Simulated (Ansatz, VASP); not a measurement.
## BAs: VASP beside Ansatz

The input INCAR:

```
PREC = Accurate
ENCUT = 520
EDIFF = 1E-6
ISMEAR = -1
SIGMA = 0.02
LREAL = F
LASPH = T
NELM = 100
ALGO = Normal
ISIF = 2
LWAVE = F
LCHARG = T
GGA = PE
LELF = T
LVHAR = T
NBANDS = 11
```

KPOINTS

```
Automatic mesh
0
Gamma
  10 10 10
```

POSCAR

```
BAs
1.0
    0.0000000000      2.4028725035      2.3918699019
    2.3918699019      0.0000000000      2.3918699019
    2.3918699019      2.4028725035      0.0000000000
B As
1 1
Direct
    0.0000000000      0.0000000000      0.0000000000
    0.2500000000      0.2500000000      0.2500000000
```

Input for Ansatz:

```yaml
crystal:
  lattice:
    - [0.0, 2.4028725035, 2.3918699019]
    - [2.3918699019, 0.0, 2.3918699019]
    - [2.3918699019, 2.4028725035, 0.0]
  atoms:
    - { symbol: B, position: [0.0, 0.0, 0.0] }
    - { symbol: As, position: [0.25, 0.25, 0.25] }
kpoints:
  mp_grid: { grid: [10, 10, 10] }
  band_path:
    path:
      - [0.0, 0.0, 0.0]
      - [-0.5, -0.5, 0.0]
      - [-0.375, -0.375, 0.25]
      - [-0.375, 0.0, 0.375]
      - [0.0, 0.0, 0.5]
      - [-0.5, -0.25, 0.25]
      - [0.0, 0.398438, 0.398437]
    npoints: 1
hamiltonian:
  xc: pbe
scf:
  occupations: { method: fermi_dirac, width: 0.02 }
  n_extra_bands: 4
output:
  forces: true
  stress: true
  eigenvalues: true
```

Change from the starting cell: uniaxial_y strain +0.5%.

Alike in both runs: task single point; functional PBE; k mesh 10 × 10 × 10; occupations fermi-dirac, width 0.02 eV; no spin polarisation.

```csv
,VASP,Ansatz
version,VASP 6.6.1,Ansatz 0.2.0
potentials or method,"VASP PAW PBE potentials, release 64 (B, As)","plane waves, PAW"
plane-wave cutoff (eV),520,420
valence electrons in the cell,8,18
```

Ansatz gave:

```
gap on the k mesh at the Fermi level (eV)                     : 1.16
pressure (GPa)                                                : 1.5
traceless stress, the component that is largest in VASP (GPa) : -0.63
```

Task: Estimate VASP's values.

Result: gap on the k mesh at the Fermi level (eV): 1.15; pressure (GPa): 2.2; traceless stress, the component that is largest in VASP (GPa): -0.63.

VASP's potentials hold 8 valence electrons a cell and Ansatz's 18, so a difference there can come from the potentials and not from the codes.
